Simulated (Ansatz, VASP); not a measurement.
Two plane-wave programs on C

The input INCAR:

```
PREC = Accurate
ENCUT = 520
EDIFF = 1E-6
ISMEAR = 0
SIGMA = 0.1
LREAL = F
LASPH = T
NELM = 100
ALGO = Normal
ISIF = 2
LWAVE = F
LCHARG = F
LDIPOL = T
IDIPOL = 3
DIPOL = 0.5 0.5 0.500
GGA = PE
IVDW = 12
NBANDS = 11
```

KPOINTS

```
Automatic mesh
0
Gamma
  21 21 1
```

POSCAR

```
C
1.0
    2.2190000000      0.0000000000      0.0000000000
   -1.1095000000      1.9217103710      0.0000000000
    0.0000000000      0.0000000000     28.0000000000
C
2
Direct
    0.3333333333      0.6666666667      0.5076607143
    0.6666666667      0.3333333333      0.4923392857
```

Input for Ansatz:

```yaml
crystal:
  lattice:
    - [2.219, 0.0, 0.0]
    - [-1.1095, 1.921710371, 0.0]
    - [0.0, 0.0, 28.0]
  atoms:
    - { symbol: C, position: [0.3333333333, 0.6666666667, 0.5076607143] }
    - { symbol: C, position: [0.6666666667, 0.3333333333, 0.4923392857] }
  periodic: [true, true, false]
basis:
  ecutwfc: 420
kpoints:
  mp_grid: { grid: [21, 21, 1] }
hamiltonian:
  xc: pbe
  pseudopotentials: { kind: paw, azcp: { folder: soft_1 } }
  dispersion: d3bj
scf:
  occupations: { method: gaussian, width: 0.1 }
output:
  forces: true
  stress: true
  eigenvalues: true
```

Alike in both runs: task single point; functional PBE; dispersion D3(BJ); k mesh 21 × 21 × 1; occupations gaussian, width 0.1 eV; no spin polarisation.

```csv
,VASP,Ansatz
version,VASP 6.6.1,Ansatz 0.2.0
potentials or method,"VASP PAW PBE potentials, release 64 (C), cutoff 520 eV","scalar-relativistic, plane waves, PAW"
valence electrons in the cell,8,8
```

```csv
,VASP,Ansatz,Ansatz less VASP
gap on the k mesh at the Fermi level (eV),none,none,-
rms of the force components (eV/Å),3.893,3.915,+0.0215
```

Atom by atom the forces differ by 0.022 eV/Å (rms over components). A gap of «none» marks a metal or a gap that the smearing closes.
